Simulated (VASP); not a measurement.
Here is a VASP 6.6.1 calculation.

Contents of POSCAR:

```
SnTe
1.0
    0.0000000000      3.2072495500      3.2072495500
    3.2072495500      0.0000000000      3.2072495500
    3.2072495500      3.2072495500      0.0000000000
Sn Te
1 1
Direct
    0.0000000000      0.0000000000      0.0000000000
    0.5000000000      0.5000000000      0.5000000000
```

File INCAR.step1:

```
  ALGO = Normal
  EDIFF = 1E-4
  ENCUT = 520
  GGA = PE
  ISMEAR = -1
  LASPH = True
  LCHARG = False
  LREAL = False
  LWAVE = True
  NBANDS = 17
  NELM = 100
  PREC = Accurate
  SIGMA = 0.1
```

INCAR.step2

```
  ALGO = Normal
  EDIFF = 1E-6
  ENCUT = 520
  ISIF = 2
  ISMEAR = -1
  ISTART = 1
  LASPH = True
  LCHARG = False
  LMIXTAU = True
  LREAL = False
  LWAVE = False
  METAGGA = R2SCAN
  NBANDS = 17
  NELM = 100
  PREC = Accurate
  SIGMA = 0.1
```

File KPOINTS:

```
k-points
0
Gamma
  9 9 9
```

Potentials or basis: VASP PAW PBE potentials, release 64 (Sn_d, Te).

Command:

```bash
$ cat potpaw_PBE.64/Sn_d/POTCAR potpaw_PBE.64/Te/POTCAR > POTCAR
$ cp INCAR.step1 INCAR
$ mpirun -np 1 vasp_std > vasp.out
$ cp INCAR.step2 INCAR
$ mpirun -np 1 vasp_std > vasp.out
```

(1) Predict the pressure.

Results:

(1) -0.9 GPa.

Caveat: the PAW data sets were made with another functional, which shifts forces and pressure a little.
